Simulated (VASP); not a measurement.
Here is a VASP 6.6.1 calculation.

The input INCAR:

```
SYSTEM = Y2TaN3
  PREC = Accurate
  ENCUT = 520
  EDIFF = 1E-6
  ISMEAR = 0
  SIGMA = 0.1
  LREAL = .FALSE.
  LASPH = .TRUE.
  NELM = 60
  ALGO = Normal
  ISIF = 2
  LWAVE = .FALSE.
  LCHARG = .TRUE.
  GGA = PE
  LELF = .TRUE.
  LVHAR = .TRUE.
  NBANDS = 33
```

KPOINTS

```
regular mesh
0
G
  12 12 6
  0 0 0
```

The input POSCAR:

```
Y2TaN3
1.0
    3.3194636930      0.0000000000      0.0000000000
   -1.6597318465      2.8747398851      0.0000000000
    0.0000000000      0.0000000000      8.1831238804
Y Ta N
2 1 3
Direct
    0.3333333333      0.6666666667      0.6744401277
    0.6666666667      0.3333333333      0.3255598723
    0.0000000000      0.0000000000      0.0000000000
    0.0000000000      0.0000000000      0.5000000000
    0.3333333333      0.6666666667      0.1418674633
    0.6666666667      0.3333333333      0.8581325367
```

Potentials or basis: VASP PAW PBE potentials, release 64 (Y_sv, Ta_pv, N).

Launch:

```sh
$ cat potpaw_PBE.64/Y_sv/POTCAR potpaw_PBE.64/Ta_pv/POTCAR potpaw_PBE.64/N/POTCAR > POTCAR
$ mpirun -np 1 vasp_std > vasp.out
```

Question: Predict the band gap on the k mesh.

Answer: Zero (bands 24 and 25 overlap by 0.60 eV).

Question: Estimate the largest force.

Answer: 0.043 eV/Å.

Forces on the atoms (eV/Å):
```
Y    0.000  0.000  0.011
Y    0.000  0.000 -0.011
Ta   0.000  0.000  0.000
N    0.000  0.000  0.000
N    0.000  0.000  0.043
N    0.000  0.000 -0.043
```

Caveat: spin-orbit coupling is left out, which moves the levels of the heavy elements.
